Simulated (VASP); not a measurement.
# Al4Cl (P-43m) in VASP: notebook, part 2 of 2

VASP 6.6.1. Earlier steps stand in the parts before.

### 4 Relaxation of cell and atoms, PBE

This run uses another cell than the first one, of 21.37 Å³/atom.

Contents of INCAR:

```
  ALGO = Normal
  EDIFF = 1E-7
  EDIFFG = -0.01
  ENCUT = 600
  GGA = PE
  IBRION = 2
  ISIF = 3
  ISMEAR = 0
  LASPH = T
  LCHARG = F
  LREAL = F
  LWAVE = F
  NELM = 60
  NSW = 100
  PREC = Accurate
  SIGMA = 0.1
```

Contents of KPOINTS:

```
k-points
0
Gamma
  8 8 8
```

Contents of POSCAR:

```
Al4Cl
1.0
    4.7449204302      0.0000000000      0.0000000000
    0.0000000000      4.7449204302      0.0000000000
    0.0000000000      0.0000000000      4.7449204302
Al Cl
4 1
Direct
    0.3014437046      0.3014437046      0.3014437046
    0.6985562954      0.6985562954      0.3014437046
    0.6985562954      0.3014437046      0.6985562954
    0.3014437046      0.6985562954      0.6985562954
    0.0000000000      0.0000000000      0.0000000000
```

Potentials or basis: VASP PAW PBE potentials, release 64 (Al, Cl).

Run with:

```console
$ cat potpaw_PBE.64/Al/POTCAR potpaw_PBE.64/Cl/POTCAR > POTCAR
$ mpirun -np 1 vasp_std > vasp.out
```

OUTCAR:

```text
EDIFF = 1E-7
   EDIFFG = -0.01
   ENCUT = 600
   GGA = PE
   IBRION = 2
   ISIF = 3
   ISMEAR = 0
   LASPH = T
   LREAL = F
   NELM = 60
   NSW = 100
   PREC = Accurate

 ion  position               nearest neighbor table
   1  0.301  0.301  0.301-   5 2.48   3 2.66   4 2.66   2 2.66
   2  0.699  0.699  0.301-   5 2.48   3 2.66   4 2.66   1 2.66
   3  0.699  0.301  0.699-   5 2.48   2 2.66   4 2.66   1 2.66
   4  0.301  0.699  0.699-   5 2.48   2 2.66   3 2.66   1 2.66
   5  0.000  0.000  0.000-   1 2.48   2 2.48   3 2.48   4 2.48

  LATTYP: Found a simple cubic cell.
 ALAT       =     4.7449204302

  Lattice vectors:

 A1 = (   4.7449204302,   0.0000000000,   0.0000000000)
 A2 = (   0.0000000000,   4.7449204302,   0.0000000000)
 A3 = (   0.0000000000,   0.0000000000,   4.7449204302)

Analysis of symmetry for initial positions (statically):
=====================================================================
 Subroutine PRICEL returns:
 Original cell was already a primitive cell.

 Routine SETGRP: Setting up the symmetry group for a
 simple cubic supercell.

 Subroutine GETGRP returns: Found 24 space group operations
 (whereof 24 operations were pure point group operations)
 out of a pool of 48 trial point group operations.

The static configuration has the point symmetry T_d .

Analysis of symmetry for dynamics (positions and initial velocities):
=====================================================================
 Subroutine PRICEL returns:
 Original cell was already a primitive cell.

 Routine SETGRP: Setting up the symmetry group for a
 simple cubic supercell.

 Subroutine GETGRP returns: Found 24 space group operations
 (whereof 24 operations were pure point group operations)
 out of a pool of 48 trial point group operations.

The dynamic configuration has the point symmetry T_d .

 Subroutine INISYM returns: Found 24 space group operations
 (whereof 24 operations are pure point group operations),
[... 143 lines left out ...]

 number of electron      19.0000002 magnetization

 Free energy of the ion-electron system (eV)
  ---------------------------------------------------
  ext. energy  EPLUGINS =         0.00000000
  ---------------------------------------------------
  free energy    TOTEN  =       -14.75290096 eV

  energy without entropy =      -14.73321150  energy(sigma->0) =      -14.74305623

------------------------ aborting loop because EDIFF is reached ----------------------------------------

  FORCE on cell =-STRESS in cart. coord.  units (eV):
  Direction    XX          YY          ZZ          XY          YZ          ZX
  --------------------------------------------------------------------------------------
  -------------------------------------------------------------------------------------
  Total        0.1588316      0.1588316      0.1588316     -0.0000000      0.0000000     -0.0000000
  in kB        2.3821044      2.3821044      2.3821044     -0.0000000      0.0000000     -0.0000000
  external PRESSURE =       2.3821044 kB  Pullay stress =       0.0000000 kB
[... 221 lines left out ...]
--------------------------------------- Ionic step        7  -------------------------------------------

 number of electron      19.0000001 magnetization

 Free energy of the ion-electron system (eV)
  ---------------------------------------------------
  ext. energy  EPLUGINS =         0.00000000
  ---------------------------------------------------
  free energy    TOTEN  =       -14.78161622 eV

  energy without entropy =      -14.76666626  energy(sigma->0) =      -14.77414124

 E-fermi :   5.9066     XC(G=0):  -9.2827

 val. band max:        5.8957670058   @ k =   0.3750   0.3750   0.3750
 cond. band min:       5.9148413781   @ k =   0.5000   0.3750   0.2500
 fundamental gap:      0.0190743723
 Fermi energy:         5.9065762977

 k-point     1 :       0.0000    0.0000    0.0000
  band No.  band energies     occupation
      1     -12.5615      2.00000
      2      -2.7214      2.00000
      3      -1.4594      2.00000
      4      -1.4594      2.00000
      5      -1.4594      2.00000
      6       3.4753      2.00000
      7       3.4753      2.00000
      8       4.6298      2.00000
      9       4.6298      2.00000
     10       4.6298      2.00000
     11       4.7540      2.00000
     12       9.1067      0.00000
     13       9.1067      0.00000
[... 354 lines left out ...]
  band No.  band energies     occupation
      1     -12.4901      2.00000
      2      -2.4910      2.00000
      3      -2.1412      2.00000
      4      -1.5042      2.00000
      5      -0.9165      2.00000
      6       1.9269      2.00000
      7       2.2718      2.00000
      8       3.8003      2.00000
      9       4.2737      2.00000
     10       6.0927      0.00850
     11       6.2103      0.00002
     12       7.0036      0.00000
     13       8.6013      0.00000

 [... further k-points ...]

------------------------ aborting loop because EDIFF is reached ----------------------------------------

  FORCE on cell =-STRESS in cart. coord.  units (eV):
  Direction    XX          YY          ZZ          XY          YZ          ZX
  --------------------------------------------------------------------------------------
  -------------------------------------------------------------------------------------
  Total        0.0015306      0.0015306      0.0015306      0.0000000      0.0000000     -0.0000000
  in kB        0.0231994      0.0231994      0.0231994      0.0000000      0.0000000     -0.0000000
  external PRESSURE =       0.0231994 kB  Pullay stress =       0.0000000 kB
[... 20 lines left out ...]
  FREE ENERGIE OF THE ION-ELECTRON SYSTEM (eV)
  ---------------------------------------------------
  free  energy   TOTEN  =       -14.7816162179 eV

  energy  without entropy=      -14.7666662592  energy(sigma->0) =      -14.77414124

 reached required accuracy - stopping structural energy minimisation
```

OSZICAR:

```text
N       E                     dE             d eps       ncg     rms          rms(c)
DAV:   1     0.530279369123E+02    0.53028E+02   -0.71844E+03   910   0.125E+03
DAV:   2    -0.917158508221E+01   -0.62200E+02   -0.60047E+02  1207   0.153E+02
DAV:   3    -0.154269008426E+02   -0.62553E+01   -0.61002E+01  1186   0.477E+01
[... 63 lines left out ...]
DAV:   2    -0.147816165727E+02    0.25853E-05   -0.27155E-05  1035   0.421E-02    0.110E-02
DAV:   3    -0.147816157917E+02    0.78104E-06   -0.90193E-06  1050   0.192E-02    0.415E-03
DAV:   4    -0.147816158997E+02   -0.10799E-06   -0.66613E-07   999   0.639E-03    0.501E-03
DAV:   5    -0.147816161363E+02   -0.23664E-06   -0.90403E-08   485   0.207E-03    0.213E-03
DAV:   6    -0.147816162179E+02   -0.81577E-07   -0.16437E-07   498   0.285E-03
   7 F= -.14781616E+02 E0= -.14774141E+02  d E =-.236344E-04
```

CONTCAR:

```text
Al4Cl
   1.00000000000000
     4.7282201009022691   -0.0000000000000000    0.0000000000000000
    -0.0000000000000000    4.7282201009022691   -0.0000000000000000
    -0.0000000000000000    0.0000000000000000    4.7282201009022691
  Al              Cl
     4     1
Direct
     0.2969415773545027    0.2969415773545027    0.2969415773545027
     0.7030584226454973    0.7030584226454973    0.2969415773545027
     0.7030584226454973    0.2969415773545027    0.7030584226454973
     0.2969415773545027    0.7030584226454973    0.7030584226454973
     0.0000000000000000    0.0000000000000000    0.0000000000000000

  0.00000000E+00  0.00000000E+00  0.00000000E+00
  0.00000000E+00  0.00000000E+00  0.00000000E+00
  0.00000000E+00  0.00000000E+00  0.00000000E+00
  0.00000000E+00  0.00000000E+00  0.00000000E+00
  0.00000000E+00  0.00000000E+00  0.00000000E+00
```

Run time: 4.1 min. Hardware: 1 thread of Intel Xeon Platinum 8259CL at 2.50GHz (Skylake/Cascade Lake), shared host; peak memory 0.27 GiB.

What came out:

```yaml
Free_energy: -14.7816 eV
Relaxed_volume: 21.14 Å³/atom
Relaxed_cell: a = 4.728 Å, b = 4.728 Å, c = 4.728 Å, α = 90.00°, β = 90.00°, γ = 90.00°
Space_group_after_relaxing_to_0.1_Å: P-43m (No. 215)
Energy_gained_by_relaxing: 5.7 meV/atom
Ionic_steps: 7
Pressure_after_relaxing: 0.0 GPa
Band_gap_on_the_k_mesh: zero (an odd number of electrons rules out a gap without spin polarisation)
```

The path:
```csv
step,energy change (eV),largest force (eV/Å),pressure (GPa),volume (Å³)
1,0.0000,0.3894,0.24,106.83
2,-0.0210,0.1708,-0.27,107.32
3,-0.0250,0.0239,-0.55,107.65
4,-0.0282,0.0021,-0.22,106.42
5,-0.0287,0.0110,-0.03,105.77
6,-0.0287,0.0117,-0.02,105.74
7,-0.0287,0.0019,0.00,105.70
```

Final structure:
```
CELL_PARAMETERS angstrom
4.72822 0.00000 0.00000
0.00000 4.72822 0.00000
0.00000 0.00000 4.72822
ATOMIC_POSITIONS crystal
Al 0.29694 0.29694 0.29694
Al 0.70306 0.70306 0.29694
Al 0.70306 0.29694 0.70306
Al 0.29694 0.70306 0.70306
Cl 0.00000 0.00000 0.00000
```

Caveat: an odd number of electrons without spin polarisation forces a metal; a magnetic or distorted state may lie lower.

### 5 Summary

```tsv
task	cell	k mesh	cutoff (eV)	gap on the mesh (eV)	pressure (GPa)	relaxed volume (Å³/atom)
relaxation of cell and atoms	relaxed from a = 4.484 Å, 5 atoms, atomic positions A	4 × 4 × 4	600	none	-0.3	21.61
single point	a = 4.727 Å, 5 atoms, atomic positions B	8 × 8 × 8	520	none	0.0	-
relaxation of cell and atoms	relaxed from a = 4.745 Å, 5 atoms, atomic positions C	8 × 8 × 8	600	none	0.0	21.14
```

Alike in all rows: level PBE; potentials or basis VASP PAW PBE potentials, release 64 (Al, Cl); no spin polarisation; smearing gaussian 0.1 eV.

Caveats: an odd number of electrons without spin polarisation forces a metal; a magnetic or distorted state may lie lower; the volume moved by over 15 % at a fixed basis, so the end points are rough (at least some runs).

Absolute energies hang on the potentials; compare differences alone.

The gap in the log of VASP goes by the Fermi energy; the results here count the filled bands.